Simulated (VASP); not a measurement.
# WS2 (Tungstenite): single point with BLYP

WS2 (Tungstenite):

```
CELL_PARAMETERS angstrom
3.18000 0.00000 0.00000
-1.59000 2.75396 0.00000
0.00000 0.00000 12.50000
ATOMIC_POSITIONS crystal
W 0.66667 0.33333 0.75000
W 0.33333 0.66667 0.25000
S 0.66667 0.33333 0.37500
S 0.33333 0.66667 0.87500
S 0.66667 0.33333 0.12500
S 0.33333 0.66667 0.62500
```

* Program: VASP 6.6.1
* Task: single point
* Functional: BLYP
* Potentials or basis: VASP PAW PBE potentials, release 64 (W_sv, S)
* Cutoff: 520 eV
* k mesh: 10 × 10 × 3
* Occupations: fermi-dirac, width 0.05 eV
* Spin: no spin polarisation
* Dipole correction: no
* Further INCAR settings: ALGO = Normal; EDIFF = 1e-06; NBANDS = 35

| Item | Value |
| --- | --- |
| Pressure | 9.8 GPa |
| Largest force | 0.568 eV/Å |
| Band gap on the k mesh | 1.14 eV, indirect (least direct gap 2.09 eV) |

Forces in eV/Å, atoms in the order of the input:
```
W    0.000  0.000  0.000
W    0.000  0.000  0.000
S    0.000  0.000  0.568
S    0.000  0.000  0.568
S    0.000  0.000 -0.568
S    0.000  0.000 -0.568
```

Stress tensor (GPa, compression positive):
```
10.09  0.00  0.00
 0.00 10.09  0.00
 0.00  0.00  9.31
```

Levels at points of the mesh, in eV from the valence-band top:
```csv
k point,band 24,band 25,band 26,band 27,band 28,band 29
"(0.00, 0.00, 0.00)",-1.56,-1.07,0.00,2.26,2.26,2.27
"(0.50, 0.00, 0.00)",-1.83,-1.56,-1.42,2.15,2.19,2.54
```

It took 80 s on 1 thread of Intel(R) Xeon(R) 6975P-C (Granite Rapids), with other jobs on the host, peak memory 0.27 GiB.

Caveat: the PAW data sets were made with another functional, which shifts forces and pressure a little; spin-orbit coupling is left out, which moves the levels of the heavy elements; this functional lacks dispersion, which binds the layers, so the pressure and a relaxed spacing across them are unreliable. Expect the measured gap to be larger: semilocal functionals such as BLYP lack the derivative discontinuity.
